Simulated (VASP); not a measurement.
# Y (P6_3/mmc) in VASP: vibrations by perturbation theory with LDA

Aim: the vibrations by perturbation theory of Y with LDA.

Everything below comes from runs of VASP 6.6.1. Logs are shortened: lines on timing, memory, paths and dates and some standing lists are left out, and cuts for length are marked.

## 1. The cell of the first run

Symmetry: P6_3/mmc, No. 194, hexagonal system. The conventional cell has a = 3.538 Å, b = 3.538 Å, c = 5.549 Å, α = 90.00°, β = 90.00°, γ = 120.00°. Y (site symmetry -6m2) has 12 Y at 3.45 to 3.54 Å within 4.5 Å.

## 2. Vibrations by perturbation theory, LDA

File INCAR:

```
SYSTEM = Y
  ALGO = Fast
  EDIFF = 1E-8
  ENCUT = 520
  IBRION = 8
  ISIF = 2
  ISMEAR = -1
  LASPH = .TRUE.
  LCHARG = .FALSE.
  LREAL = .FALSE.
  LWAVE = .FALSE.
  NELM = 80
  NSW = 1
  PREC = Accurate
  SIGMA = 0.15
```

File KPOINTS:

```
k-points
0
G
  12 12 6
  0 0 0
```

File POSCAR:

```
Y
1.0
    3.5382605114      0.0000000028      0.0000000000
   -1.7691302581      3.0642234867      0.0000000000
    0.0000000000      0.0000000000      5.5493084255
Y
2
Direct
    0.3333333333      0.6666666667      0.2500000000
    0.6666666667      0.3333333333      0.7500000000
```

Potentials or basis: VASP PAW LDA potentials, release 64 (Y_sv).

Launch:

```
> cat potpaw_LDA.64/Y_sv/POTCAR > POTCAR
> mpirun -np 1 vasp_std > vasp.out
```

OUTCAR:

```text
SYSTEM = Y
   EDIFF = 1E-8
   ENCUT = 520
   IBRION = 8
   ISIF = 2
   ISMEAR = -1
   LASPH = .TRUE.
   LREAL = .FALSE.
   NELM = 80
   NSW = 1
   PREC = Accurate

 ion  position               nearest neighbor table
   1  0.333  0.667  0.250-   2 3.45   2 3.45   2 3.45   2 3.45   2 3.45   2 3.45
   2  0.667  0.333  0.750-   1 3.45   1 3.45   1 3.45   1 3.45   1 3.45   1 3.45

  LATTYP: Found a hexagonal cell.
 ALAT       =     3.5382605114
 C/A-ratio  =     1.5683719182

  Lattice vectors:

 A1 = (   3.5382605114,   0.0000000028,   0.0000000000)
 A2 = (  -1.7691302581,   3.0642234867,   0.0000000000)
 A3 = (   0.0000000000,   0.0000000000,   5.5493084255)

Analysis of symmetry for initial positions (statically):
=====================================================================
 Subroutine PRICEL returns:
 Original cell was already a primitive cell.

 Routine SETGRP: Setting up the symmetry group for a
 hexagonal supercell.

 Subroutine GETGRP returns: Found 24 space group operations
 (whereof 12 operations were pure point group operations)
 out of a pool of 24 trial point group operations.

The static configuration has the point symmetry D_3d.
 The point group associated with its full space group is D_6h.

Analysis of symmetry for dynamics (positions and initial velocities):
=====================================================================
 Subroutine PRICEL returns:
 Original cell was already a primitive cell.

 Routine SETGRP: Setting up the symmetry group for a
 hexagonal supercell.

 Subroutine GETGRP returns: Found 24 space group operations
 (whereof 12 operations were pure point group operations)
 out of a pool of 24 trial point group operations.

The dynamic configuration has the point symmetry D_3d.
 The point group associated with its full space group is D_6h.

 Subroutine INISYM returns: Found 24 space group operations
 (whereof 12 operations are pure point group operations),
 and found     1 'primitive' translations

----------------------------------------------------------------------------------------

                                     Primitive cell

  volume of cell :      60.1657

  direct lattice vectors                    reciprocal lattice vectors
     3.538260511  0.000000003  0.000000000     0.282624752  0.163173477  0.000000000
    -1.769130258  3.064223487  0.000000000    -0.000000000  0.326346953  0.000000000
     0.000000000  0.000000000  5.549308425     0.000000000  0.000000000  0.180202635

  length of vectors
     3.538260511  3.538260511  5.549308425     0.326346953  0.326346953  0.180202635

  position of ions in fractional coordinates (direct lattice)
     0.333333333  0.666666667  0.250000000
     0.666666667  0.333333333  0.750000000

  ion indices of the primitive-cell ions
   primitive index   ion index
                 1           1
                 2           2

----------------------------------------------------------------------------------------

 KPOINTS: k-points

Automatic generation of k-mesh.
 Grid dimensions read from file:
 generate k-points for:   12   12    6

 Generating k-lattice:

  Cartesian coordinates                     Fractional coordinates (reciprocal lattice)
     0.023552063  0.013597790  0.000000000     0.083333333 -0.000000000  0.000000000
    -0.000000000  0.027195579  0.000000000    -0.000000000  0.083333333  0.000000000
     0.000000000  0.000000000  0.030033772     0.000000000  0.000000000  0.166666667

  Length of vectors
     0.027195579  0.027195579  0.030033772
[... 101 lines left out ...]
  free energy    TOTEN  =       -14.02075872 eV

  energy without entropy =      -13.78335784  energy(sigma->0) =      -13.90205828

 E-fermi :   3.2705     XC(G=0):  -9.9886

 val. band max:        3.2650849660   @ k =   0.1667   0.1667   0.0000
 cond. band min:       3.2763655205   @ k =   0.3333   0.2500   0.3333
 fundamental gap:      0.0112805544
 Fermi energy:         3.2705389527

 k-point     1 :       0.0000    0.0000    0.0000
  band No.  band energies     occupation
      1     -38.9763      2.00000
      2     -38.8661      2.00000
      3     -19.5075      2.00000
      4     -18.8534      2.00000
      5     -18.8534      2.00000
      6     -18.7339      2.00000
      7     -18.7339      2.00000
      8     -18.6968      2.00000
      9      -1.5353      2.00000
     10       1.2577      2.00000
     11       4.5306      0.00045
     12       5.0402      0.00002
     13       5.0402      0.00002
     14       5.3734      0.00000
[... 401 lines left out ...]
      2     -38.8542      2.00000
      3     -19.3413      2.00000
      4     -19.1816      2.00000
      5     -19.1193      2.00000
      6     -18.9629      2.00000
      7     -18.8157      2.00000
      8     -18.8020      2.00000
      9       0.6511      2.00000
     10       2.2403      1.99792
     11       2.7198      1.95040
     12       3.4983      0.35941
     13       4.6485      0.00020
     14       5.1231      0.00001
     15       5.1432      0.00001

 [... further k-points ...]

------------------------ aborting loop because EDIFF is reached ----------------------------------------

  FORCE on cell =-STRESS in cart. coord.  units (eV):
  Direction    XX          YY          ZZ          XY          YZ          ZX
  --------------------------------------------------------------------------------------
  -------------------------------------------------------------------------------------
  Total       -0.0556026     -0.0556026     -0.0492176     -0.0000000      0.0000000      0.0000000
  in kB       -1.4806640     -1.4806640     -1.3106355     -0.0000000      0.0000000      0.0000000
  external PRESSURE =      -1.4239878 kB  Pullay stress =       0.0000000 kB

 VOLUME and BASIS-vectors are now :
 -----------------------------------------------------------------------------
  energy-cutoff  :      520.00
  volume of cell :       60.17
      direct lattice vectors                 reciprocal lattice vectors
     3.538260511  0.000000003  0.000000000     0.282624752  0.163173477  0.000000000
    -1.769130258  3.064223487  0.000000000    -0.000000000  0.326346953  0.000000000
     0.000000000  0.000000000  5.549308425     0.000000000  0.000000000  0.180202635

 POSITION                                       TOTAL-FORCE (eV/Angst)
 -----------------------------------------------------------------------------------
     -0.00000      2.04282      1.38733        -0.000000      0.000000      0.000000
      1.76913      1.02141      4.16198         0.000000     -0.000000      0.000000
 -----------------------------------------------------------------------------------
    total drift:                               -0.000000      0.000000     -0.000000

  FREE ENERGIE OF THE ION-ELECTRON SYSTEM (eV)
  ---------------------------------------------------
  free  energy   TOTEN  =       -14.0207587227 eV

  energy  without entropy=      -13.7833578438  energy(sigma->0) =      -13.90205828

[... ionic steps 2 to 3 ...]

--------------------------------------- Ionic step        4  -------------------------------------------

------------------------ aborting loop because EDIFF is reached ----------------------------------------

[... ionic steps 5 to 5 ...]

--------------------------------------- Ionic step        6  -------------------------------------------

 Free energy of the ion-electron system (eV)
  ---------------------------------------------------
  ---------------------------------------------------
  free energy    TOTEN  =        -0.30058615 eV

  energy without entropy =       -0.30058615

------------------------ aborting loop because EDIFF is reached ----------------------------------------

 INTERNAL STRAIN TENSOR  FOR ION    1  DIRECTION 3   (eV/Angst):
 -----------------------------------------------------------------------------
     0.00204  0.00000  0.00000
    -0.00000  0.00204  0.00000
    -0.00000  0.00000 -0.00910

 INTERNAL STRAIN TENSOR FOR ION    2 for displacements in x,y,z  (eV/Angst):
          X           Y           Z          XY          YZ          ZX
  --------------------------------------------------------------------------------
  x    -0.00000     0.00000     0.00000     1.45361     0.00000     0.00000
  y     1.45361    -1.45361    -0.00000     0.00000     0.00000     0.00000
  z    -0.00000     0.00000     0.00000     0.00000    -0.00000    -0.00000

 SECOND DERIVATIVES (NOT SYMMETRIZED)
 ------------------------------------
               1X          1Y          1Z          2X          2Y          2Z
  1X    -1.189473   -0.000000    0.000000    1.189473    0.000000    0.000000
  1Y    -0.000000   -1.189473    0.000000    0.000000    1.189473    0.000000
  1Z    -0.000000   -0.000000   -3.571477    0.000000    0.000000    3.571477
  2X     1.189473    0.000000    0.000000   -1.189473   -0.000000    0.000000
  2Y     0.000000    1.189473    0.000000   -0.000000   -1.189473    0.000000
  2Z     0.000000    0.000000    3.571477   -0.000000   -0.000000   -3.571477

 Eigenvectors and eigenvalues of the dynamical matrix
 ----------------------------------------------------

   1 f  =    4.431228 THz    27.842226 2PiTHz  147.809853 cm-1    18.326078 meV
             X         Y         Z           dx          dy          dz
     -0.000000  2.042816  1.387327     0.000000    0.000000    0.707107
      1.769130  1.021408  4.161981    -0.000000   -0.000000   -0.707107
[... 11 lines left out ...]
   4 f  =    0.000000 THz     0.000000 2PiTHz    0.000001 cm-1     0.000000 meV
             X         Y         Z           dx          dy          dz
     -0.000000  2.042816  1.387327    -0.000000   -0.343528    0.618052
      1.769130  1.021408  4.161981    -0.000000   -0.343528    0.618052

   5 f/i=    0.000000 THz     0.000000 2PiTHz    0.000000 cm-1     0.000000 meV
             X         Y         Z           dx          dy          dz
     -0.000000  2.042816  1.387327     0.707107   -0.000000    0.000000
      1.769130  1.021408  4.161981     0.707107   -0.000000    0.000000

   6 f/i=    0.000000 THz     0.000000 2PiTHz    0.000001 cm-1     0.000000 meV
             X         Y         Z           dx          dy          dz
     -0.000000  2.042816  1.387327    -0.000000    0.618052    0.343528
      1.769130  1.021408  4.161981    -0.000000    0.618052    0.343528

--------------------------------------------------------------------------------------------------------

 ELASTIC MODULI CONTR FROM IONIC RELAXATION (kBar)
 Direction    XX          YY          ZZ          XY          YZ          ZX
 --------------------------------------------------------------------------------
 XX         -47.3046     47.3046      0.0000     -0.0000     -0.0000     -0.0000
 YY          47.3046    -47.3046     -0.0000     -0.0000      0.0000      0.0000
 ZZ           0.0000     -0.0000     -0.0000     -0.0000      0.0000      0.0000
 XY          -0.0000     -0.0000     -0.0000    -47.3046     -0.0000     -0.0000
 YZ          -0.0000      0.0000      0.0000     -0.0000     -0.0000     -0.0000
 ZX          -0.0000      0.0000      0.0000     -0.0000     -0.0000     -0.0000
 --------------------------------------------------------------------------------
```

It took 25 min on 1 thread of Oxide Virtual Turin-like, shared host; peak memory 0.6 GiB.

Results:

* Highest phonon frequency at Γ: 148 cm⁻¹

Phonon frequencies in cm⁻¹ (negative: imaginary):
```tsv
q point	frequencies
(0.000, 0.000, 0.000)	0 0 0 85 85 148
```
